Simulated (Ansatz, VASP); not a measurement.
One calculation of Se, two programs

INCAR

```
ALGO = Normal
EDIFF = 1E-6
ENCUT = 520
GGA = PE
ISIF = 2
ISMEAR = -1
LASPH = T
LCHARG = F
LREAL = F
LWAVE = F
NBANDS = 27
NELM = 80
PREC = Accurate
SIGMA = 0.02
```

File KPOINTS:

```
k-points
0
Gamma
  6 6 6
```

File POSCAR:

```
Se
1.0
    5.4661319938      3.1558727780      1.4465582538
   -5.4661319938      3.1558727780      1.4465582538
    0.0000000000     -6.3117455561      1.4465582537
Se
6
Direct
    0.8305588848      0.7028741599      0.0804983091
    0.7028741599      0.0804983091      0.8305588848
    0.0804983091      0.8305588848      0.7028741599
    0.1694411152      0.2971258401      0.9195016909
    0.2971258401      0.9195016909      0.1694411152
    0.9195016909      0.1694411152      0.2971258401
```

Input for Ansatz:

```yaml
crystal:
  lattice:
    - [5.4661319938, 3.155872778, 1.4465582538]
    - [-5.4661319938, 3.155872778, 1.4465582538]
    - [0.0, -6.3117455561, 1.4465582537]
  atoms:
    - { symbol: Se, position: [0.8305588848, 0.7028741599, 0.0804983091] }
    - { symbol: Se, position: [0.7028741599, 0.0804983091, 0.8305588848] }
    - { symbol: Se, position: [0.0804983091, 0.8305588848, 0.7028741599] }
    - { symbol: Se, position: [0.1694411152, 0.2971258401, 0.9195016909] }
    - { symbol: Se, position: [0.2971258401, 0.9195016909, 0.1694411152] }
    - { symbol: Se, position: [0.9195016909, 0.1694411152, 0.2971258401] }
kpoints:
  mp_grid: { grid: [6, 6, 6] }
  band_path:
    path:
      - [0.0, 0.0, 0.0]
      - [0.5, 0.0, 0.0]
      - [0.5, -0.5, 0.5]
      - [0.2016838839, -0.7983161161, 0.2016838839]
      - [0.5, -0.5, 0.0]
      - [0.1666666667, 0.1666666667, -0.1666666667]
      - [-0.067708, 0.109375, 0.416667]
      - [0.226562, -0.140625, -0.236979]
    npoints: 1
hamiltonian:
  xc: pbe
scf:
  occupations: { method: fermi_dirac, width: 0.02 }
  n_extra_bands: 5
output:
  forces: true
  stress: true
  eigenvalues: true
```

Change from the starting cell: hydrostatic strain -2.8%.

Alike in both runs: task single point; functional PBE; k mesh 6 × 6 × 6; occupations fermi-dirac, width 0.02 eV; no spin polarisation.

|  | VASP | Ansatz |
| --- | --- | --- |
| version | VASP 6.6.1 | Ansatz 0.2.0 |
| potentials or method | VASP PAW PBE potentials, release 64 (Se) | plane waves, PAW |
| plane-wave cutoff (eV) | 520 | 420 |
| valence electrons in the cell | 36 | 96 |

```csv
,VASP,Ansatz,Ansatz less VASP
gap on the k mesh at the Fermi level (eV),1.24,1.24,+0.002
pressure (GPa),4.3,4.2,-0.14
"traceless stress, the component that is largest in VASP (GPa)",-0.58,-0.53,+0.047
rms of the force components (eV/Å),0.228,0.210,-0.0182
```

Atom by atom the forces differ by 0.019 eV/Å (rms over components). VASP's potentials hold 36 valence electrons a cell and Ansatz's 96, so a difference there can come from the potentials and not from the codes.
